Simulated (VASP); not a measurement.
A run of VASP 6.6.1 is set up as follows.

Contents of INCAR:

```
SYSTEM = TiC
ALGO = Normal
EDIFF = 1E-6
ENCUT = 520
GGA = PE
ISIF = 2
ISMEAR = 0
LASPH = .TRUE.
LCHARG = .FALSE.
LREAL = .FALSE.
LWAVE = .FALSE.
NBANDS = 15
NELM = 60
PREC = Accurate
SIGMA = 0.15
```

Contents of KPOINTS:

```
k-points
0
G
  18 18 18
  0 0 0
```

The input POSCAR:

```
TiC
1.0
    0.0000000000      2.2289200000      2.1964600000
    2.2289200000      0.0000000000      2.1964600000
    2.2289200000      2.2289200000      0.0000000000
Ti C
1 1
Direct
    0.0000000000      0.0000000000      0.0000000000
    0.5000000000      0.5000000000      0.5000000000
```

Potentials or basis: VASP PAW PBE potentials, release 64 (Ti_sv, C).

Command:

```console
$ cat potpaw_PBE.64/Ti_sv/POTCAR potpaw_PBE.64/C/POTCAR > POTCAR
$ mpirun -np 1 vasp_std > vasp.out
```

(1) Predict the pressure.

(2) What does it give for the band gap on the k mesh?

Results:

(1) -15.2 GPa.

(2) zero (band 8 reaches 9.32 eV, above the bottom of band 9 at 8.11 eV).

Caveat: the cell differs from its parent crystal (strain +0.030 along x and y, +0.015 along z).
